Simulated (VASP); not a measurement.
Crystal: Te2Mo2Pt.

```
Te Mo Pt
1.0
     3.30000    0.00000    0.00000
    -1.65000    2.85788    0.00000
     0.00000    0.00000   12.25000
Te Mo Pt
2 2 1
Direct
  0.66667 0.33333 0.32700
  0.33333 0.66667 0.67300
  0.33333 0.66667 0.16800
  0.66667 0.33333 0.83200
  0.00000 0.00000 0.00000
```

```yaml
Program: VASP 6.6.1
Task: relaxation of cell and atoms
Functional: PBE
Potentials_or_basis: VASP PAW PBE potentials, release 64 (Te, Mo_sv, Pt)
Cutoff: 600 eV
k_mesh: 6 × 6 × 2
Occupations: gaussian, width 0.2 eV
Spin: no spin polarisation
```

At the start: pressure -3.7 GPa; volume 23.11 Å³/atom.

Question: Where does the relaxation end?

Answer: Over 6 steps the energy falls by 16.3 meV/atom and the volume is 22.23 Å³/atom (-3.8 %); space group P-3m1 (No. 164, to 0.1 Å) before and after.

The path:
| step | energy change (eV) | largest force (eV/Å) | pressure (GPa) | volume (Å³) |
| --- | --- | --- | --- | --- |
| 1 | 0.0000 | 0.3666 | -3.73 | 115.53 |
| 2 | 0.0694 | 1.0891 | 7.32 | 106.76 |
| 3 | -0.0486 | 0.1547 | 0.13 | 111.97 |
| 4 | -0.0701 | 0.1064 | 0.17 | 111.30 |
| 5 | -0.0797 | 0.1596 | 0.29 | 110.48 |
| 6 | -0.0814 | 0.0538 | -0.38 | 111.13 |

Final structure:
```
Te Mo Pt
1.0
     3.20553    0.00000    0.00000
    -1.60276    2.77607    0.00000
     0.00000    0.00000   12.48823
Te Mo Pt
2 2 1
Direct
  0.66667 0.33333 0.32712
  0.33333 0.66667 0.67288
  0.33333 0.66667 0.16955
  0.66667 0.33333 0.83045
  0.00000 0.00000 0.00000
```

Caveat: the k points lie up to 0.38 Å⁻¹ apart in the final cell; this functional lacks dispersion, which binds layers or chains, so the pressure and a relaxed spacing across them are unreliable; the relaxation stopped at a loose force limit of 0.08 eV/Å, so its end isn't a converged minimum.
